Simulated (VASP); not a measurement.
Set up this calculation in VASP 6.6.1, as the native input.

| Item | Value |
| --- | --- |
| Task | single point |
| Functional | PBE |
| Potentials or basis | VASP PAW PBE potentials, release 64 (Ru_pv) |
| Cutoff | 520 eV |
| k mesh | 8 × 8 × 8 |
| Occupations | gaussian, width 0.05 eV |
| Spin | no spin polarisation |
| Dipole correction | no |
| Further INCAR settings | ALGO = Fast; EDIFF = 1e-06; NBANDS = 13 |

The structure of Ru lies in POSCAR:

```
Ru
1.0
    0.0000000000      1.8899002402      1.8899002402
    1.8899002402      0.0000000000      1.8899002402
    1.8899002402      1.8899002402      0.0000000000
Ru
1
Direct
    0.0000000000      0.0000000000      0.0000000000
```

The input as run:

INCAR

```
SYSTEM = Ru
ALGO = Fast ; EDIFF = 1E-6
ENCUT = 520 ; GGA = PE
ISIF = 2 ; ISMEAR = 0
LASPH = .True. ; LCHARG = .False.
LREAL = .False. ; LWAVE = .False.
NBANDS = 13 ; NELM = 60
PREC = Accurate ; SIGMA = 0.05
```

KPOINTS

```
k-points
0
Gamma
  8 8 8
  0 0 0
```

Potentials or basis: VASP PAW PBE potentials, release 64 (Ru_pv).

Launch:

```bash
$ cat potpaw_PBE.64/Ru_pv/POTCAR > POTCAR
$ mpirun -np 1 vasp_std > vasp.out
```

It gave:

```yaml
Pressure: 6.8 GPa
Band_gap_on_the_k_mesh: zero (band 7 reaches 15.15 eV, above the bottom of band 8 at 11.98 eV)
```

It took 2.9 s on 1 thread of Intel(R) Xeon(R) 6975P-C (Granite Rapids), on a shared host, peak memory 0.12 GiB.
